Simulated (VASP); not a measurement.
# CaSe (Fm-3m) in VASP: notebook, part 2 of 2

VASP 6.6.1. The steps go on from the part before.

### Step 3. Relaxation of cell and atoms, PBEsol, target pressure 2 GPa, at which the enthalpy is minimised

Input file INCAR:

```
SYSTEM = CaSe
  ALGO = Normal
  EDIFF = 1E-7
  EDIFFG = -0.002
  ENCUT = 600
  GGA = PS
  IBRION = 2
  ISIF = 3
  ISMEAR = 0
  LASPH = .TRUE.
  LCHARG = .FALSE.
  LREAL = .FALSE.
  LWAVE = .FALSE.
  NELM = 80
  NSW = 100
  PREC = Accurate
  PSTRESS = 20.0
  SIGMA = 0.01
```

Input file KPOINTS:

```
k-points
0
G
  8 8 8
  0 0 0
```

Input file POSCAR:

```
CaSe
1.0
    2.9344505834      2.9344505834      0.0000000000
   -2.9344505834      2.9344505834      0.0000000000
    0.0000000000      2.9344505834      2.9344505834
Ca Se
1 1
Direct
    0.0000000000      0.0000000000      0.0000000000
    0.5000000000      0.5000000000      0.0000000000
```

Potentials or basis: VASP PAW PBE potentials, release 64 (Ca_sv, Se).

Command:

```bash
cat potpaw_PBE.64/Ca_sv/POTCAR potpaw_PBE.64/Se/POTCAR > POTCAR
mpirun -np 1 vasp_std > vasp.out
```

OUTCAR:

```text
SYSTEM = CaSe
   EDIFF = 1E-7
   EDIFFG = -0.002
   ENCUT = 600
   GGA = PS
   IBRION = 2
   ISIF = 3
   ISMEAR = 0
   LASPH = .TRUE.
   LREAL = .FALSE.
   NELM = 80
   NSW = 100
   PREC = Accurate
   PSTRESS = 20.0

 ion  position               nearest neighbor table
   1  0.000  0.000  0.000-   2 2.93   2 2.93   2 2.93   2 2.93   2 2.93   2 2.93
   2  0.500  0.500  0.000-   1 2.93   1 2.93   1 2.93   1 2.93   1 2.93   1 2.93

  LATTYP: Found a face centered cubic cell.
 ALAT       =     5.8689011668

  Lattice vectors:

 A1 = (   0.0000000000,   2.9344505834,   2.9344505834)
 A2 = (   2.9344505834,   0.0000000000,   2.9344505834)
 A3 = (   2.9344505834,   2.9344505834,   0.0000000000)

Analysis of symmetry for initial positions (statically):
=====================================================================
 Subroutine PRICEL returns:
 Original cell was already a primitive cell.

 Routine SETGRP: Setting up the symmetry group for a
 face centered cubic supercell.

 Subroutine GETGRP returns: Found 48 space group operations
 (whereof 48 operations were pure point group operations)
 out of a pool of 48 trial point group operations.

The static configuration has the point symmetry O_h .

Analysis of symmetry for dynamics (positions and initial velocities):
=====================================================================
 Subroutine PRICEL returns:
 Original cell was already a primitive cell.

 Routine SETGRP: Setting up the symmetry group for a
 face centered cubic supercell.

 Subroutine GETGRP returns: Found 48 space group operations
 (whereof 48 operations were pure point group operations)
 out of a pool of 48 trial point group operations.

The dynamic configuration has the point symmetry O_h .

 Subroutine INISYM returns: Found 48 space group operations
 (whereof 48 operations are pure point group operations),
 and found     1 'primitive' translations

----------------------------------------------------------------------------------------

                                     Primitive cell

  volume of cell :      50.5371

  direct lattice vectors                    reciprocal lattice vectors
     2.934450583  2.934450583  0.000000000     0.170389647  0.170389647 -0.170389647
    -2.934450583  2.934450583  0.000000000    -0.170389647  0.170389647 -0.170389647
     0.000000000  2.934450583  2.934450583     0.000000000  0.000000000  0.340779295

  length of vectors
     4.149939813  4.149939813  4.149939813     0.295123526  0.295123526  0.340779295

  position of ions in fractional coordinates (direct lattice)
     0.000000000  0.000000000  0.000000000
     0.500000000  0.500000000  0.000000000

  ion indices of the primitive-cell ions
   primitive index   ion index
                 1           1
                 2           2

----------------------------------------------------------------------------------------

 KPOINTS: k-points

Automatic generation of k-mesh.
 Grid dimensions read from file:
 generate k-points for:    8    8    8

[... 50 lines left out ...]
   ions per type =               1   1
   NGX,Y,Z   is equivalent  to a cutoff of  14.42, 14.42, 14.42 a.u.
   NGXF,Y,Z  is equivalent  to a cutoff of  28.84, 28.84, 28.84 a.u.
 SYSTEM =  CaSe
   PREC   = accura    normal or accurate (medium, high low for compatibility)
   ISTART =      0    job   : 0-new  1-cont  2-samecut
   ICHARG =      2    charge: 1-file 2-atom 10-const
   ISPIN  =      1    spin polarized calculation?
   LNONCOLLINEAR =      F non collinear calculations
   LSORBIT =      F    spin-orbit coupling
   LASPH  =      T    aspherical Exc in radial PAW
   ENCUT  =  600.0 eV  44.10 Ry    6.64 a.u.   8.29  8.29  8.29*2*pi/ulx,y,z
   NELM   =     80;   NELMIN=  2; NELMDL= -5     # of ELM steps
   EDIFF  = 0.1E-06   stopping-criterion for ELM
   LREAL  =      F    real-space projection
   EDIFFG = -.2E-02   stopping-criterion for IOM
   NSW    =    100    number of steps for IOM
   IBRION =      2    ionic relax: 0-MD 1-quasi-New 2-CG
   NFREE  =      1    steps in history (QN), initial steepest desc. (CG)
   ISIF   =      3    stress and relaxation
   ISYM   =      2    0-nonsym 1-usesym 2-fastsym
   POTIM  = 0.5000    time-step for ionic-motion
   TEBEG  =    0.0;   TEEND  =   0.0 temperature during run
   PSTRESS=   20.0 pullay stress
   NELECT =      16.0000    total number of electrons
   NUPDOWN=      -1.0000    fix difference up-down
   EMIN   =  10.00;   EMAX   =-10.00  energy-range for DOS
   EFERMI =   0.00;   METHOD = LEGACY
   ISMEAR =     0;   SIGMA  =   0.01  broadening in eV -4-tet -1-fermi 0-gaus
   EFERMI_NEDOS =   21; number of points for ismear=-14 and -15
   IALGO  =     38    algorithm
   IMIX   =      4    mixing-type and parameters
     AMIX     =   0.40;   BMIX     =  1.00
     AMIX_MAG =   1.60;   BMIX_MAG =  1.00
  volume/ion in A,a.u.               =      25.27       170.52
  Fermi-wavevector in a.u.,A,eV,Ry     =   1.115779  2.108516 16.938735  1.244962
  Thomas-Fermi vector in A             =   2.252386
   LORBIT       =      0    0 simple, 1 ext, 2 COOP (PROOUT), +10 PAW based schemes
   GGA     = PS    functional components
   LHFCALC =     F    Hartree Fock is set to
   AEXX    =    0.0000 exact exchange contribution
   IVDW    =     0    specifies the selected vdW correction
   LEPSILON=     F    determine dielectric tensor
   LRPA    =     F    only Hartree local field effects (RPA)
 conjugate gradient relaxation of ions
 non-spin polarized calculation
 Gauss-broadening in eV      SIGMA  =   0.01
  energy-cutoff  :      600.00
  volume of cell :       50.54
 maximum number of plane-waves:      1708
 NGX is ok and might be reduce to    36
   NGX = 17   NGY = 17   NGZ = 17

--------------------------------------- Ionic step        1  -------------------------------------------

 number of electron      16.0000000 magnetization

 Free energy of the ion-electron system (eV)
  ---------------------------------------------------
  ext. energy  EPLUGINS =         0.00000000
  ---------------------------------------------------
  free energy    TOTEN  =       -10.07447621 eV

  energy without entropy =      -10.07447621  energy(sigma->0) =      -10.07447621

------------------------ aborting loop because EDIFF is reached ----------------------------------------

  FORCE on cell =-STRESS in cart. coord.  units (eV):
  Direction    XX          YY          ZZ          XY          YZ          ZX
  --------------------------------------------------------------------------------------
  -------------------------------------------------------------------------------------
  Total        0.0670026      0.0670026      0.0670026     -0.0000000     -0.0000000      0.0000000
  in kB        2.1241823      2.1241823      2.1241823     -0.0000000     -0.0000000      0.0000000
  external PRESSURE =     -17.8758177 kB  Pullay stress =      20.0000000 kB
[... 63 lines left out ...]
--------------------------------------- Ionic step        3  -------------------------------------------

 number of electron      15.9999999 magnetization

 Free energy of the ion-electron system (eV)
  ---------------------------------------------------
  ext. energy  EPLUGINS =         0.00000000
  ---------------------------------------------------
  free energy    TOTEN  =       -10.06381570 eV

  energy without entropy =      -10.06381570  energy(sigma->0) =      -10.06381570

 E-fermi :   2.7876     XC(G=0):  -9.5647

 val. band max:        2.7377829765   @ k =   0.0000   0.0000   0.0000
 cond. band min:       4.5167700949   @ k =   0.5000   0.5000   0.0000
 fundamental gap:      1.7789871185
 Fermi energy:         2.7876321841

 k-point     1 :       0.0000    0.0000    0.0000
  band No.  band energies     occupation
      1     -36.6425      2.00000
      2     -17.7287      2.00000
      3     -17.7287      2.00000
      4     -17.7287      2.00000
      5      -9.2886      2.00000
      6       2.7378      2.00000
      7       2.7378      2.00000
      8       2.7378      2.00000
      9       6.2244      0.00000
     10       6.3523      0.00000
     11       6.3523      0.00000
     12       6.3523      0.00000
[... 331 lines left out ...]
 k-point    24 :       0.5000    0.2500    0.1250
  band No.  band energies     occupation
      1     -36.6314      2.00000
      2     -17.8545      2.00000
      3     -17.7721      2.00000
      4     -17.7507      2.00000
      5      -8.4933      2.00000
      6      -0.3276      2.00000
      7       0.9532      2.00000
      8       1.3705      2.00000
      9       7.2020      0.00000
     10       7.5084      0.00000
     11       8.5933      0.00000
     12       8.9200      0.00000

 [... further k-points ...]

------------------------ aborting loop because EDIFF is reached ----------------------------------------

  FORCE on cell =-STRESS in cart. coord.  units (eV):
  Direction    XX          YY          ZZ          XY          YZ          ZX
  --------------------------------------------------------------------------------------
  -------------------------------------------------------------------------------------
  Total        0.6121449      0.6121449      0.6121449      0.0000000     -0.0000000      0.0000000
  in kB       20.0319515     20.0319515     20.0319515      0.0000000     -0.0000000      0.0000000
  external PRESSURE =       0.0319515 kB  Pullay stress =      20.0000000 kB
[... 21 lines left out ...]
  energy  without entropy=      -10.0638157035  energy(sigma->0) =      -10.06381570

  enthalpy is  TOTEN    =        -9.4526471608 eV   P V=        0.6111685427

 reached required accuracy - stopping structural energy minimisation
```

Wall time 55 s (1 thread of AMD EPYC 7R13 (Zen 3), shared host); peak memory 0.19 GiB.

What came out:

```yaml
Free_energy: -10.0638 eV
Relaxed_volume: 24.48 Å³/atom
Relaxed_cell: a = 4.106 Å, b = 4.106 Å, c = 4.106 Å, α = 60.00°, β = 60.00°, γ = 90.00°
Space_group_after_relaxing_to_0.1_Å: Fm-3m (No. 225)
Energy_change_on_relaxing_the_run_minimises_the_enthalpy: +5.3 meV/atom
Ionic_steps: 3
Pressure_after_relaxing: 2.0 GPa
Band_gap_on_the_k_mesh: 1.78 eV (least direct gap 2.78 eV)
```

Step by step:
```csv
step,energy change (eV),largest force (eV/Å),pressure (GPa),volume (Å³)
1,0.0000,0.0000,0.21,50.54
2,0.0172,0.0000,2.58,48.50
3,0.0107,0.0000,2.00,48.96
```

Final structure:
```
Ca Se
1.0
     2.90360    2.90360    0.00000
    -2.90360    2.90360    0.00000
     0.00000    2.90360    2.90360
Ca Se
1 1
Cartesian
  0.0000 0.0000 0.0000
  0.0000 5.8072 2.9036
```

Caveat: the cell is relaxed towards a set pressure, so the run minimises the enthalpy, not the energy; the PAW data sets were made with another functional, which shifts forces and pressure a little. A k mesh can miss the band edges.
